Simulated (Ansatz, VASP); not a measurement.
One calculation of Ni, two programs

```
Ni
1.0
     2.42184    0.00000    0.00000
    -1.21092    2.09737    0.00000
     0.00000    0.00000   23.90970
Ni
5
Direct
  0.33333 0.16667 0.33566
  0.66667 0.83333 0.41730
  0.00000 0.50000 0.50000
  0.33333 0.16667 0.58270
  0.66667 0.83333 0.66434
```

Alike in both runs: functional LDA; k mesh 15 × 15 × 1; occupations fermi-dirac, width 0.1 eV; collinear spin.

Ansatz relaxed the structure, and its values are those at the end. VASP's run is a single point on that final structure, the one shown.

|  | VASP | Ansatz |
| --- | --- | --- |
| version | VASP 6.6.1 | Ansatz 0.2.0 |
| potentials or method | VASP PAW LDA potentials, release 64 (Ni), cutoff 520 eV | all-electron LAPW, scalar-relativistic |

```tsv
	VASP	Ansatz	Ansatz less VASP
rms of the force components (eV/Å)	0.003	0.003	-0.0007
net moment per atom (μB)	0.60	0.62	+0.027
size of the moment on the site where the two differ most (μB)	0.61	0.66	+0.049
```

LDA's correlation is that of Perdew and Zunger in VASP and of Perdew and Wang (1992) in Ansatz. Site moments also hang on the region over which each program counts them. Ansatz ran all-electron here, and VASP with PAW potentials.
